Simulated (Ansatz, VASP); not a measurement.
Ga2Sb2CO in VASP and in Ansatz

The input INCAR:

```
SYSTEM = Ga2Sb2CO
PREC = Accurate ; ENCUT = 520
EDIFF = 1E-6 ; ISMEAR = 0
SIGMA = 0.1 ; LREAL = .FALSE.
LASPH = .TRUE. ; NELM = 100
ALGO = Normal ; ISIF = 2
LWAVE = .FALSE. ; LCHARG = .FALSE.
LDIPOL = .TRUE. ; IDIPOL = 3
DIPOL = 0.5 0.5 0.361 ; GGA = PE
IVDW = 12 ; NBANDS = 32
```

KPOINTS

```
Automatic mesh
0
G
  6 6 1
  0 0 0
```

The input POSCAR:

```
Ga2Sb2CO
1.0
    4.3343814621      0.0000000000      0.0000000000
   -2.1671907311      3.7536844559      0.0000000000
    0.0000000000      0.0000000000     23.3197422777
Sb Ga O C
2 2 1 1
Direct
    0.0000000000      0.0000000000      0.1715284823
    0.3333333333      0.6666666667      0.3301590654
    0.3333333333      0.6666666667      0.2094685204
    0.6666666667      0.3333333333      0.3632005095
    0.7777777778      0.7777777778      0.5218643557
    0.7777777778      0.7777777778      0.5711787943
```

Input for Ansatz:

```yaml
crystal:
  lattice:
    - [4.3343814621, 0.0, 0.0]
    - [-2.1671907311, 3.7536844559, 0.0]
    - [0.0, 0.0, 23.3197422777]
  atoms:
    - { symbol: Sb, position: [0.0, 0.0, 0.1715284823] }
    - { symbol: Ga, position: [0.3333333333, 0.6666666667, 0.2094685204] }
    - { symbol: Sb, position: [0.3333333333, 0.6666666667, 0.3301590654] }
    - { symbol: Ga, position: [0.6666666667, 0.3333333333, 0.3632005095] }
    - { symbol: O, position: [0.7777777778, 0.7777777778, 0.5218643557] }
    - { symbol: C, position: [0.7777777778, 0.7777777778, 0.5711787943] }
basis:
  ecutwfc: 420
kpoints:
  mp_grid: { grid: [6, 6, 1] }
hamiltonian:
  xc: pbe
  pseudopotentials: { kind: paw, azcp: { folder: soft_1 } }
  dispersion: d3bj
scf:
  occupations: { method: gaussian, width: 0.1 }
output:
  forces: true
  eigenvalues: true
efield:
  axis: 3
  dipole_correction: true
  ramp_width: 0.04
```

Alike in both runs: task single point; functional PBE; dispersion D3(BJ); k mesh 6 × 6 × 1; occupations gaussian, width 0.1 eV; no spin polarisation.

```csv
,VASP,Ansatz
version,VASP 6.6.1,Ansatz 0.2.0
potentials or method,"VASP PAW PBE potentials, release 64 (Sb, Ga_d, O, C), cutoff 520 eV","scalar-relativistic, plane waves, PAW"
valence electrons in the cell,46,66
```

```csv
,VASP,Ansatz,Ansatz less VASP
gap on the k mesh at the Fermi level (eV),0.05,0.04,-0.004
least direct gap on the mesh (eV),0.14,0.14,+0.005
rms of the force components (eV/Å),0.239,0.507,+0.2677
```

One of these differences is far larger than is usual between the two programs; its cause wasn't traced. VASP's potentials hold 46 valence electrons a cell and Ansatz's 66, so a difference there can come from the potentials and not from the codes.

Neither program's run includes spin-orbit coupling. Noted on VASP's run: the standard files for N, O and F lose accuracy on very short bonds.
